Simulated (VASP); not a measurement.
# In (I4/mmm) in VASP: relaxation of shape and atoms at fixed volume with r2SCAN

Aim: the relaxation of shape and atoms at fixed volume of In with r2SCAN.

All numbers are computed with VASP 6.6.1; they aren't measurements. Logs are shortened: lines on timing, memory, paths and dates and some standing lists are left out, and cuts for length are marked.

**1. The cell of the first run**

The structure is tetragonal, space group I4/mmm (No. 139). Conventional cell: a = 3.188 Å, b = 3.188 Å, c = 5.002 Å, α = 90.00°, β = 90.00°, γ = 90.00°. Within 4.2 Å of In (site symmetry 4/mmm) lie 12 In at 3.19 to 3.37 Å.

**2. Relaxation of shape and atoms at fixed volume, r2SCAN (25.42 Å³/atom)**

Contents of POSCAR:

```
In
1.0
   -1.5938875350      1.5938875350      2.5011893387
    1.5938875350     -1.5938875350      2.5011893387
    1.5938875350      1.5938875350     -2.5011893387
In
1
Direct
    0.0000000000      0.0000000000      0.0000000000
```

Contents of INCAR.step1:

```
ALGO     = Normal         # electronic algorithm
EDIFF    = 1E-4           # SCF threshold, eV
ENCUT    = 600            # plane-wave cutoff, eV
GGA      = PE             # functional
ISMEAR   = 0              # smearing method
LASPH    = True           # aspherical terms in the spheres
LCHARG   = False          # write CHGCAR
LREAL    = False          # projectors in reciprocal space
LWAVE    = True           # write WAVECAR
NELM     = 100            # most SCF steps
PREC     = Accurate       # precision mode
SIGMA    = 0.1            # smearing width, eV
```

Contents of INCAR.step2:

```
ALGO     = Normal         # electronic algorithm
EDIFF    = 1E-6           # SCF threshold, eV
EDIFFG   = -0.01          # ionic threshold
ENCUT    = 600            # plane-wave cutoff, eV
IBRION   = 2              # ionic algorithm
ISIF     = 4              # what is computed and relaxed
ISMEAR   = 0              # smearing method
ISTART   = 1            
LASPH    = True           # aspherical terms in the spheres
LCHARG   = False          # write CHGCAR
LMIXTAU  = True         
LREAL    = False          # projectors in reciprocal space
LWAVE    = False          # write WAVECAR
METAGGA  = R2SCAN         # meta-GGA
NELM     = 100            # most SCF steps
NSW      = 50             # ionic steps
PREC     = Accurate       # precision mode
SIGMA    = 0.1            # smearing width, eV
```

Contents of KPOINTS:

```
k-points
0
Gamma
  18 18 18
```

Potentials or basis: VASP PAW PBE potentials, release 64 (In_d).

Command:

```console
$ cat potpaw_PBE.64/In_d/POTCAR > POTCAR
$ cp INCAR.step1 INCAR
$ mpirun -np 1 vasp_std > vasp.out
$ cp INCAR.step2 INCAR
$ mpirun -np 1 vasp_std > vasp.out
```

OUTCAR:

```text
EDIFF = 1E-6
   EDIFFG = -0.01
   ENCUT = 600
   IBRION = 2
   ISIF = 4
   ISMEAR = 0
   ISTART = 1
   LASPH = True
   LREAL = False
   METAGGA = R2SCAN
   NELM = 100
   NSW = 50
   PREC = Accurate

 ion  position               nearest neighbor table
   1  0.000  0.000  0.000-

  LATTYP: Found a body centered tetragonal cell.
 ALAT       =     3.1877750700
 C/A-ratio  =     1.5692382830

  Lattice vectors:

 A1 = (  -1.5938875350,   1.5938875350,   2.5011893387)
 A2 = (   1.5938875350,  -1.5938875350,   2.5011893387)
 A3 = (   1.5938875350,   1.5938875350,  -2.5011893387)

Analysis of symmetry for initial positions (statically):
=====================================================================
 Subroutine PRICEL returns:
 Original cell was already a primitive cell.

 Routine SETGRP: Setting up the symmetry group for a
 body centered tetragonal supercell.

 Subroutine GETGRP returns: Found 16 space group operations
 (whereof 16 operations were pure point group operations)
 out of a pool of 16 trial point group operations.

The static configuration has the point symmetry D_4h.

Analysis of symmetry for dynamics (positions and initial velocities):
=====================================================================
 Subroutine PRICEL returns:
 Original cell was already a primitive cell.

 Routine SETGRP: Setting up the symmetry group for a
 body centered tetragonal supercell.

 Subroutine GETGRP returns: Found 16 space group operations
 (whereof 16 operations were pure point group operations)
 out of a pool of 16 trial point group operations.

The dynamic configuration has the point symmetry D_4h.

 Subroutine INISYM returns: Found 16 space group operations
 (whereof 16 operations are pure point group operations),
 and found     1 'primitive' translations

----------------------------------------------------------------------------------------

                                     Primitive cell

  volume of cell :      25.4169

  direct lattice vectors                    reciprocal lattice vectors
    -1.593887535  1.593887535  2.501189339     0.000000000  0.313698419  0.199904898
     1.593887535 -1.593887535  2.501189339     0.313698419  0.000000000  0.199904898
     1.593887535  1.593887535 -2.501189339     0.313698419  0.313698419  0.000000000

  length of vectors
     3.367031787  3.367031787  3.367031787     0.371979390  0.371979390  0.443636559

  position of ions in fractional coordinates (direct lattice)
     0.000000000  0.000000000  0.000000000

  ion indices of the primitive-cell ions
   primitive index   ion index
                 1           1

----------------------------------------------------------------------------------------

 KPOINTS: k-points

Automatic generation of k-mesh.
 Grid dimensions read from file:
 generate k-points for:   18   18   18

 Generating k-lattice:

  Cartesian coordinates                     Fractional coordinates (reciprocal lattice)
     0.000000000  0.017427690  0.011105828     0.055555556  0.000000000  0.000000000
     0.017427690  0.000000000  0.011105828     0.000000000  0.055555556  0.000000000
     0.017427690  0.017427690  0.000000000     0.000000000  0.000000000  0.055555556

  Length of vectors
     0.020665522  0.020665522  0.024646475

  Shift w.r.t. Gamma in fractional coordinates (k-lattice)
     0.000000000  0.000000000  0.000000000

 Subroutine IBZKPT returns following result:
 ===========================================

 Found    480 irreducible k-points:

 Following reciprocal coordinates:
            Coordinates               Weight
  0.000000  0.000000  0.000000      1.000000
  0.055556  0.000000  0.000000      8.000000
  0.111111  0.000000  0.000000      8.000000
  0.166667  0.000000  0.000000      8.000000
[... 46 lines left out ...]
   ISYM   =      2    0-nonsym 1-usesym 2-fastsym
   POTIM  = 0.5000    time-step for ionic-motion
   TEBEG  =    0.0;   TEEND  =   0.0 temperature during run
   PSTRESS=    0.0 pullay stress
   NELECT =      13.0000    total number of electrons
   NUPDOWN=      -1.0000    fix difference up-down
   EMIN   =  10.00;   EMAX   =-10.00  energy-range for DOS
   EFERMI =   0.00;   METHOD = LEGACY
   ISMEAR =     0;   SIGMA  =   0.10  broadening in eV -4-tet -1-fermi 0-gaus
   EFERMI_NEDOS =   21; number of points for ismear=-14 and -15
   IALGO  =     38    algorithm
   IMIX   =      4    mixing-type and parameters
     AMIX     =   0.40;   BMIX     =  1.00
     AMIX_MAG =   1.60;   BMIX_MAG =  1.00
  volume/ion in A,a.u.               =      25.42       171.52
  Fermi-wavevector in a.u.,A,eV,Ry     =   1.309228  2.474082 23.321449  1.714078
  Thomas-Fermi vector in A             =   2.439841
   LORBIT       =      0    0 simple, 1 ext, 2 COOP (PROOUT), +10 PAW based schemes
   METAGGA = R2SCAN    functional components
   LHFCALC =     F    Hartree Fock is set to
   AEXX    =    0.0000 exact exchange contribution
   IVDW    =     0    specifies the selected vdW correction
   LEPSILON=     F    determine dielectric tensor
   LRPA    =     F    only Hartree local field effects (RPA)
 conjugate gradient relaxation of ions
 non-spin polarized calculation
 Gauss-broadening in eV      SIGMA  =   0.10
  energy-cutoff  :      600.00
  volume of cell :       25.42
 maximum number of plane-waves:       866
   NGX = 13   NGY = 13   NGZ = 13

--------------------------------------- Ionic step        1  -------------------------------------------

 number of electron      13.0000001 magnetization

 Free energy of the ion-electron system (eV)
  ---------------------------------------------------
  ext. energy  EPLUGINS =         0.00000000
  ---------------------------------------------------
  free energy    TOTEN  =       -22.57181144 eV

  energy without entropy =      -22.57040530  energy(sigma->0) =      -22.57110837

------------------------ aborting loop because EDIFF is reached ----------------------------------------

  FORCE on cell =-STRESS in cart. coord.  units (eV):
  Direction    XX          YY          ZZ          XY          YZ          ZX
  --------------------------------------------------------------------------------------
  -------------------------------------------------------------------------------------
  Total        0.2447436      0.2447436      0.2229551      0.0000000      0.0000000      0.0000000
  in kB       15.4276561     15.4276561     14.0541986      0.0000000      0.0000000      0.0000000
  external PRESSURE =      14.9698370 kB  Pullay stress =       0.0000000 kB

 VOLUME and BASIS-vectors are now :
 -----------------------------------------------------------------------------
  energy-cutoff  :      600.00
  volume of cell :       25.42
      direct lattice vectors                 reciprocal lattice vectors
    -1.593887535  1.593887535  2.501189339     0.000000000  0.313698419  0.199904898
     1.593887535 -1.593887535  2.501189339     0.313698419  0.000000000  0.199904898
     1.593887535  1.593887535 -2.501189339     0.313698419  0.313698419  0.000000000

 POSITION                                       TOTAL-FORCE (eV/Angst)
 -----------------------------------------------------------------------------------
      0.00000      0.00000      0.00000        -0.000000      0.000000     -0.000000
 -----------------------------------------------------------------------------------
    total drift:                                0.000000      0.000000      0.000000

  FREE ENERGIE OF THE ION-ELECTRON SYSTEM (eV)
  ---------------------------------------------------
  free  energy   TOTEN  =       -22.5718114372 eV

  energy  without entropy=      -22.5704052961  energy(sigma->0) =      -22.57110837

--------------------------------------- Ionic step        2  -------------------------------------------

 number of electron      13.0000001 magnetization

 Free energy of the ion-electron system (eV)
  ---------------------------------------------------
  ext. energy  EPLUGINS =         0.00000000
  ---------------------------------------------------
  free energy    TOTEN  =       -22.57182382 eV

  energy without entropy =      -22.57043761  energy(sigma->0) =      -22.57113072

 E-fermi :   7.8317     XC(G=0): -11.2330

 val. band max:        7.8059931990   @ k =  -0.2778   0.2778   0.2778
 cond. band min:       7.8970855883   @ k =   0.5000   0.2222   0.0556
 fundamental gap:      0.0910923893
 Fermi energy:         7.8316693169

 k-point     1 :       0.0000    0.0000    0.0000
  band No.  band energies     occupation
      1      -7.5653      2.00000
      2      -7.3919      2.00000
      3      -7.3919      2.00000
      4      -7.3484      2.00000
      5      -7.1745      2.00000
      6      -2.4302      2.00000
      7      19.2510      0.00000
      8      19.2510      0.00000
      9      19.5500      0.00000
     10      20.1237      0.00000
[... 287 lines left out ...]
 k-point    24 :      -0.2222    0.0556    0.0000
  band No.  band energies     occupation
      1      -7.4937      2.00000
      2      -7.4374      2.00000
      3      -7.3430      2.00000
      4      -7.2764      2.00000
      5      -7.2054      2.00000
      6      -1.3418      2.00000
      7      12.8761      0.00000
      8      16.7664      0.00000
      9      18.2560      0.00000
     10      20.5902      0.00000

 [... further k-points ...]

------------------------ aborting loop because EDIFF is reached ----------------------------------------

  FORCE on cell =-STRESS in cart. coord.  units (eV):
  Direction    XX          YY          ZZ          XY          YZ          ZX
  --------------------------------------------------------------------------------------
  -------------------------------------------------------------------------------------
  Total        0.2423262      0.2423262      0.2326319      0.0000000      0.0000000      0.0000000
  in kB       15.2752724     15.2752724     14.6641858      0.0000000      0.0000000      0.0000000
  external PRESSURE =      15.0715769 kB  Pullay stress =       0.0000000 kB

 VOLUME and BASIS-vectors are now :
 -----------------------------------------------------------------------------
  energy-cutoff  :      600.00
  volume of cell :       25.42
      direct lattice vectors                 reciprocal lattice vectors
    -1.594446193  1.594446193  2.499436924     0.000000000  0.313588506  0.200045056
     1.594446193 -1.594446193  2.499436924     0.313588506  0.000000000  0.200045056
     1.594446193  1.594446193 -2.499436924     0.313588506  0.313588506  0.000000000

 POSITION                                       TOTAL-FORCE (eV/Angst)
 -----------------------------------------------------------------------------------
      1.59445      1.59445      2.49944         0.000000      0.000000      0.000000
 -----------------------------------------------------------------------------------
    total drift:                                0.000000     -0.000000      0.000000

  FREE ENERGIE OF THE ION-ELECTRON SYSTEM (eV)
  ---------------------------------------------------
  free  energy   TOTEN  =       -22.5718238224 eV

  energy  without entropy=      -22.5704376137  energy(sigma->0) =      -22.57113072

 reached required accuracy - stopping structural energy minimisation
```

Wall time 28 min (1 thread of Oxide Virtual Turin-like, shared host); peak memory 0.26 GiB.

What came out:

```
Free energy               : -22.5718 eV
Energy gained by relaxing : 0.0 meV/atom
Ionic steps               : 2
Pressure after relaxing   : 1.5 GPa
Band gap on the k mesh    : zero (an odd number of electrons rules out a gap without spin polarisation)
```

Final structure:
```yaml
crystal:
  lattice:
    - [-1.59445, 1.59445, 2.49944]
    - [1.59445, -1.59445, 2.49944]
    - [1.59445, 1.59445, -2.49944]
  atoms:
    - { symbol: In, position: [0.00000, 0.00000, 0.00000] }
```

Caveat: the PAW data sets were made with another functional, which shifts forces and pressure a little; spin-orbit coupling is left out, which moves the levels of the heavy elements.
